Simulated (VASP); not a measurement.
# KZnF3 (Cm) in VASP: further runs

KZnF3 is run at these levels: PBE; tasks: single point.

Program: VASP 6.6.1. These are calculated values, not measurements. Logs are shortened: lines on timing, memory, paths and dates and some standing lists are left out, and cuts for length are marked.

## 1. The cell of the first run

Symmetry: Cm, No. 8, monoclinic system. Conventional cell: a = 5.728 Å, b = 5.728 Å, c = 4.050 Å, α = 90.00°, β = 90.00°, γ = 90.00°. Within 3.6 Å of K (site symmetry m) lie 12 F at 2.73 to 3.03 Å and 8 Zn at 3.51 Å. Within 2.4 Å of Zn (site symmetry m) lie 6 F at 1.73 to 2.33 Å. F (site symmetry m) has 2 Zn at 1.73 to 2.33 Å within 2.4 Å. Within 2.9 Å of F (site symmetry 1) lie 2 Zn at 2.02 Å and 6 F at 2.58 to 2.86 Å and 4 K at 2.86 Å.

## 2. Single point, PBE (atom 3 (F) moved by (-0.150, -0.300) A along [1 1 0] and z)

Contents of INCAR:

```
SYSTEM = KZnF3
  PREC = Accurate
  ENCUT = 520
  EDIFF = 1E-6
  ISMEAR = 0
  SIGMA = 0.05
  LREAL = .False.
  LASPH = .True.
  NELM = 80
  ALGO = Normal
  ISIF = 2
  LWAVE = .False.
  LCHARG = .True.
  GGA = PE
  LELF = .True.
  LVHAR = .True.
  NBANDS = 29
```

Contents of KPOINTS:

```
regular mesh
0
Gamma
  6 6 6
  0 0 0
```

Contents of POSCAR:

```
KZnF3
1.0
    4.0500000000      0.0000000000      0.0000000000
    0.0000000000      4.0500000000      0.0000000000
    0.0000000000      0.0000000000      4.0500000000
K Zn F
1 1 3
Direct
    0.0000000000      0.0000000000      0.0000000000
    0.5000000000      0.5000000000      0.5000000000
    0.4738108600      0.4738108600     -0.0740740741
    0.0000000000      0.5000000000      0.5000000000
    0.5000000000      0.0000000000      0.5000000000
```

Potentials or basis: VASP PAW PBE potentials, release 64 (K_sv, Zn, F).

Launch:

```bash
> cat potpaw_PBE.64/K_sv/POTCAR potpaw_PBE.64/Zn/POTCAR potpaw_PBE.64/F/POTCAR > POTCAR
> mpirun -np 1 vasp_std > vasp.out
```

OUTCAR:

```text
SYSTEM = KZnF3
   PREC = Accurate
   ENCUT = 520
   EDIFF = 1E-6
   ISMEAR = 0
   LREAL = .False.
   LASPH = .True.
   NELM = 80
   ISIF = 2
   GGA = PE

 ion  position               nearest neighbor table
   1  0.000  0.000  0.000-   3 2.73
   2  0.500  0.500  0.500-   3 1.73   4 2.02   5 2.02   5 2.02   4 2.02   3 2.33
   3  0.474  0.474  0.926-   2 1.73   2 2.33   1 2.73
   4  0.000  0.500  0.500-   2 2.02   2 2.02
   5  0.500  0.000  0.500-   2 2.02   2 2.02

  LATTYP: Found a simple cubic cell.
 ALAT       =     4.0500000000

  Lattice vectors:

 A1 = (   4.0500000000,   0.0000000000,   0.0000000000)
 A2 = (   0.0000000000,   4.0500000000,   0.0000000000)
 A3 = (   0.0000000000,   0.0000000000,   4.0500000000)

Analysis of symmetry for initial positions (statically):
=====================================================================
 Subroutine PRICEL returns:
 Original cell was already a primitive cell.

 Routine SETGRP: Setting up the symmetry group for a
 simple cubic supercell.

 Subroutine GETGRP returns: Found  2 space group operations
 (whereof  2 operations were pure point group operations)
 out of a pool of 48 trial point group operations.

The static configuration has the point symmetry C_1h.

Analysis of symmetry for dynamics (positions and initial velocities):
=====================================================================
 Subroutine PRICEL returns:
 Original cell was already a primitive cell.

 Routine SETGRP: Setting up the symmetry group for a
 simple cubic supercell.

 Subroutine GETGRP returns: Found  2 space group operations
 (whereof  2 operations were pure point group operations)
 out of a pool of 48 trial point group operations.

The dynamic configuration has the point symmetry C_1h.

 Subroutine INISYM returns: Found  2 space group operations
 (whereof  2 operations are pure point group operations),
 and found     1 'primitive' translations

----------------------------------------------------------------------------------------

                                     Primitive cell

  volume of cell :      66.4301

  direct lattice vectors                    reciprocal lattice vectors
     4.050000000  0.000000000  0.000000000     0.246913580  0.000000000  0.000000000
     0.000000000  4.050000000  0.000000000     0.000000000  0.246913580  0.000000000
     0.000000000  0.000000000  4.050000000     0.000000000  0.000000000  0.246913580

  length of vectors
     4.050000000  4.050000000  4.050000000     0.246913580  0.246913580  0.246913580

  position of ions in fractional coordinates (direct lattice)
     0.000000000  0.000000000  0.000000000
     0.500000000  0.500000000  0.500000000
     0.473810860  0.473810860  0.925925926
     0.000000000  0.500000000  0.500000000
     0.500000000  0.000000000  0.500000000

  ion indices of the primitive-cell ions
   primitive index   ion index
                 1           1
                 2           2
                 3           3
                 4           4
                 5           5

----------------------------------------------------------------------------------------

 KPOINTS: regular mesh

Automatic generation of k-mesh.
 Grid dimensions read from file:
 generate k-points for:    6    6    6

 Generating k-lattice:

  Cartesian coordinates                     Fractional coordinates (reciprocal lattice)
     0.041152263  0.000000000  0.000000000     0.166666667  0.000000000  0.000000000
     0.000000000  0.041152263  0.000000000     0.000000000  0.166666667  0.000000000
     0.000000000  0.000000000  0.041152263     0.000000000  0.000000000  0.166666667

  Length of vectors
     0.041152263  0.041152263  0.041152263

  Shift w.r.t. Gamma in fractional coordinates (k-lattice)
     0.000000000  0.000000000  0.000000000

 Subroutine IBZKPT returns following result:
 ===========================================

 Found     68 irreducible k-points:

 Following reciprocal coordinates:
            Coordinates               Weight
  0.000000  0.000000  0.000000      1.000000
  0.166667  0.000000  0.000000      4.000000
  0.000000  0.000000  0.166667      2.000000
  0.333333  0.000000  0.000000      4.000000
  0.000000  0.000000  0.333333      2.000000
  0.500000  0.000000  0.000000      2.000000
[... 16 lines left out ...]
 -0.333333  0.333333  0.000000      2.000000
 -0.333333  0.000000  0.333333      4.000000
 [... further k-points ...]
   k-points           NKPTS =     68   k-points in BZ     NKDIM =     68   number of bands    NBANDS=     29
   number of dos      NEDOS =    301   number of ions     NIONS =      5
   total plane-waves  NPLWV =  27000
   dimension x,y,z NGX =    30 NGY =   30 NGZ =   30
   dimension x,y,z NGXF=    60 NGYF=   60 NGZF=   60
   ions per type =               1   1   3
   NGX,Y,Z   is equivalent  to a cutoff of  12.31, 12.31, 12.31 a.u.
   NGXF,Y,Z  is equivalent  to a cutoff of  24.63, 24.63, 24.63 a.u.
 SYSTEM =  KZnF3
   PREC   = accura    normal or accurate (medium, high low for compatibility)
   ISTART =      0    job   : 0-new  1-cont  2-samecut
   ICHARG =      2    charge: 1-file 2-atom 10-const
   ISPIN  =      1    spin polarized calculation?
   LNONCOLLINEAR =      F non collinear calculations
   LSORBIT =      F    spin-orbit coupling
   LASPH  =      T    aspherical Exc in radial PAW
   ENCUT  =  520.0 eV  38.22 Ry    6.18 a.u.   7.53  7.53  7.53*2*pi/ulx,y,z
   NELM   =     80;   NELMIN=  2; NELMDL= -5     # of ELM steps
   EDIFF  = 0.1E-05   stopping-criterion for ELM
   LREAL  =      F    real-space projection
   EDIFFG = 0.1E-04   stopping-criterion for IOM
   NSW    =      0    number of steps for IOM
   IBRION =     -1    ionic relax: 0-MD 1-quasi-New 2-CG
   NFREE  =      0    steps in history (QN), initial steepest desc. (CG)
   ISIF   =      2    stress and relaxation
   ISYM   =      2    0-nonsym 1-usesym 2-fastsym
   POTIM  = 0.5000    time-step for ionic-motion
   TEBEG  =    0.0;   TEEND  =   0.0 temperature during run
   PSTRESS=    0.0 pullay stress
   NELECT =      42.0000    total number of electrons
   NUPDOWN=      -1.0000    fix difference up-down
   EMIN   =  10.00;   EMAX   =-10.00  energy-range for DOS
   EFERMI =   0.00;   METHOD = LEGACY
   ISMEAR =     0;   SIGMA  =   0.05  broadening in eV -4-tet -1-fermi 0-gaus
   EFERMI_NEDOS =   21; number of points for ismear=-14 and -15
   IALGO  =     38    algorithm
   IMIX   =      4    mixing-type and parameters
     AMIX     =   0.40;   BMIX     =  1.00
     AMIX_MAG =   1.60;   BMIX_MAG =  1.00
  volume/ion in A,a.u.               =      13.29        89.66
  Fermi-wavevector in a.u.,A,eV,Ry     =   1.405086  2.655228 26.861528  1.974267
  Thomas-Fermi vector in A             =   2.527583
   LORBIT       =      0    0 simple, 1 ext, 2 COOP (PROOUT), +10 PAW based schemes
   GGA     = PE    functional components
   LHFCALC =     F    Hartree Fock is set to
   AEXX    =    0.0000 exact exchange contribution
   IVDW    =     0    specifies the selected vdW correction
   LEPSILON=     F    determine dielectric tensor
   LRPA    =     F    only Hartree local field effects (RPA)
 non-spin polarized calculation
 Gauss-broadening in eV      SIGMA  =   0.05
  energy-cutoff  :      520.00
  volume of cell :       66.43
 maximum number of plane-waves:      1811
   NGX = 15   NGY = 15   NGZ = 15

 number of electron      42.0000008 magnetization

 Free energy of the ion-electron system (eV)
  ---------------------------------------------------
  ext. energy  EPLUGINS =         0.00000000
  ---------------------------------------------------
  free energy    TOTEN  =       -19.59574977 eV

  energy without entropy =      -19.59574977  energy(sigma->0) =      -19.59574977

 E-fermi :  -0.1682     XC(G=0):  -9.8542

 val. band max:       -0.4977438419   @ k =   0.5000   0.5000   0.5000
 cond. band min:       3.0401559641   @ k =   0.0000   0.0000   0.0000
 fundamental gap:      3.5378998060
 Fermi energy:        -0.1682383309

 k-point     1 :       0.0000    0.0000    0.0000
  band No.  band energies     occupation
      1     -27.8766      2.00000
      2     -22.5434      2.00000
      3     -21.8392      2.00000
      4     -21.6839      2.00000
      5     -11.3661      2.00000
      6     -11.3642      2.00000
[... 21 lines left out ...]
     28      10.2864      0.00000
     29      13.4184      0.00000

 k-point     2 :       0.1667    0.0000    0.0000
  band No.  band energies     occupation
      1     -27.8710      2.00000
      2     -22.5201      2.00000
      3     -21.8381      2.00000
      4     -21.7044      2.00000
      5     -11.3700      2.00000
      6     -11.3544      2.00000
[... 21 lines left out ...]
     28      10.4783      0.00000
     29      13.1870      0.00000

 k-point     3 :       0.0000    0.0000    0.1667
  band No.  band energies     occupation
      1     -27.8711      2.00000
      2     -22.5115      2.00000
      3     -21.8697      2.00000
      4     -21.6826      2.00000
      5     -11.3562      2.00000
      6     -11.3532      2.00000
[... 21 lines left out ...]
     28      10.3546      0.00000
     29      13.5332      0.00000

 k-point     4 :       0.3333    0.0000    0.0000
  band No.  band energies     occupation
      1     -27.8600      2.00000
      2     -22.4697      2.00000
      3     -21.8371      2.00000
      4     -21.7459      2.00000
      5     -11.3724      2.00000
      6     -11.3334      2.00000
[... 597 lines left out ...]
     28      10.7025      0.00000
     29      11.9028      0.00000

 k-point    23 :      -0.3333    0.3333    0.0000
  band No.  band energies     occupation
      1     -27.8469      2.00000
      2     -22.3797      2.00000
      3     -21.8510      2.00000
      4     -21.7879      2.00000
      5     -11.4154      2.00000
      6     -11.3768      2.00000
[... 21 lines left out ...]
     28      10.8270      0.00000
     29      11.8053      0.00000

 k-point    24 :      -0.3333    0.0000    0.3333
  band No.  band energies     occupation
      1     -27.8470      2.00000
      2     -22.3643      2.00000
      3     -21.8979      2.00000
      4     -21.7582      2.00000
      5     -11.4187      2.00000
      6     -11.3669      2.00000
[... 21 lines left out ...]
     28      10.7280      0.00000
     29      11.8102      0.00000

 [... further k-points ...]

------------------------ aborting loop because EDIFF is reached ----------------------------------------

  FORCE on cell =-STRESS in cart. coord.  units (eV):
  Direction    XX          YY          ZZ          XY          YZ          ZX
  --------------------------------------------------------------------------------------
  -------------------------------------------------------------------------------------
  Total        2.6710603      2.6710603      7.8312610      0.0396814     -0.3114904     -0.3114918
  in kB       64.4212590     64.4212590    188.8761887      0.9570453     -7.5125994     -7.5126315
  external PRESSURE =     105.9062356 kB  Pullay stress =       0.0000000 kB

 VOLUME and BASIS-vectors are now :
 -----------------------------------------------------------------------------
  energy-cutoff  :      520.00
  volume of cell :       66.43
      direct lattice vectors                 reciprocal lattice vectors
     4.050000000  0.000000000  0.000000000     0.246913580  0.000000000  0.000000000
     0.000000000  4.050000000  0.000000000     0.000000000  0.246913580  0.000000000
     0.000000000  0.000000000  4.050000000     0.000000000  0.000000000  0.246913580

 POSITION                                       TOTAL-FORCE (eV/Angst)
 -----------------------------------------------------------------------------------
      0.00000      0.00000      0.00000        -0.038093     -0.038093     -0.058519
      2.02500      2.02500      2.02500         0.242559      0.242559     -3.930982
      1.91893      1.91893      3.75000         0.013629      0.013629      5.189183
      0.00000      2.02500      2.02500        -0.264639      0.046544     -0.599841
      2.02500      0.00000      2.02500         0.046544     -0.264639     -0.599841
 -----------------------------------------------------------------------------------
    total drift:                                0.000156      0.000156      0.000773

  FREE ENERGIE OF THE ION-ELECTRON SYSTEM (eV)
  ---------------------------------------------------
  free  energy   TOTEN  =       -19.5957497721 eV

  energy  without entropy=      -19.5957497721  energy(sigma->0) =      -19.59574977
```

It took 65 s on 1 thread of AMD EPYC 9R45 (Zen 5), shared host; peak memory 0.22 GiB.

What came out:

```
Free energy            : -19.5957 eV
Pressure               : 10.6 GPa
Largest force          : 5.189 eV/Å
Band gap on the k mesh : 3.54 eV (least direct gap 5.33 eV)
```

Forces in eV/Å, atoms in the order of the input:
```
K   -0.038 -0.038 -0.059
Zn   0.243  0.243 -3.931
F    0.014  0.014  5.189
F   -0.265  0.047 -0.600
F    0.047 -0.265 -0.600
```

Caveat: the cell differs from its parent crystal (atom 3 (F) moved by (-0.150, -0.300) A along [1 1 0] and z); the cell stands under pressure; forces of over 1 eV/Å act on the atoms, so gaps and moduli don't describe the material at rest. A k mesh can miss the band edges.

(Continued in part 2 of 2.)
